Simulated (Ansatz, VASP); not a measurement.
# Lu: VASP beside Ansatz

Contents of INCAR:

```
SYSTEM = Lu
PREC = Accurate ; ENCUT = 520
EDIFF = 1E-7 ; ISMEAR = -1
SIGMA = 0.05 ; LREAL = .FALSE.
LASPH = .TRUE. ; NELM = 100
ALGO = Normal ; ISIF = 2
LWAVE = .FALSE. ; LCHARG = .FALSE.
GGA = PE ; NBANDS = 32
```

Contents of KPOINTS:

```
Automatic mesh
0
G
  15 15 15
  0 0 0
```

Contents of POSCAR:

```
Lu
1.0
   -2.2417070968      2.2417070968      1.3033903962
    2.2417070968     -2.2417070968      1.3033903962
    2.2417070968      2.2417070968     -1.3033903962
Lu
2
Direct
   -0.3750000000     -0.1250000000     -0.2500000000
    0.3750000000      0.1250000000      0.2500000000
```

Input for Ansatz:

```yaml
crystal:
  lattice:
    - [-2.2417070968, 2.2417070968, 1.3033903962]
    - [2.2417070968, -2.2417070968, 1.3033903962]
    - [2.2417070968, 2.2417070968, -1.3033903962]
  atoms:
    - { symbol: Lu, position: [-0.375, -0.125, -0.25] }
    - { symbol: Lu, position: [0.375, 0.125, 0.25] }
kpoints:
  mp_grid: { grid: [15, 15, 15] }
scf:
  occupations: { method: fermi_dirac, width: 0.05 }
hamiltonian:
  xc: pbe
  pseudopotentials: { kind: all_electron, datasets: crystal }
output:
  forces: true
  stress: true
  eigenvalues: true
```

Change from the starting cell: volume scaled by 0.43, crystal datasets.

Alike in both runs: task single point; functional PBE; k mesh 15 × 15 × 15; occupations fermi-dirac, width 0.05 eV; no spin polarisation.

|  | VASP | Ansatz |
| --- | --- | --- |
| version | VASP 6.6.1 | Ansatz 0.2.0 |
| potentials or method | VASP PAW PBE potentials, release 64 (Lu), cutoff 520 eV | all-electron PAW with datasets made for the crystal, scalar-relativistic |

Ansatz gave:

```
pressure (GPa)                                                : 143.2
traceless stress, the component that is largest in VASP (GPa) : 0.47
```

Task: Estimate VASP's values.

Result: Pressure (GPa): 149.9; traceless stress, the component that is largest in VASP (GPa): -2.89.

Both programs put the cell under a high pressure, so it lies far from rest at this level. Ansatz ran all-electron here, and VASP with PAW potentials.

Spin-orbit coupling is off throughout. Noted on VASP's run: the cell as given lies far from equilibrium.
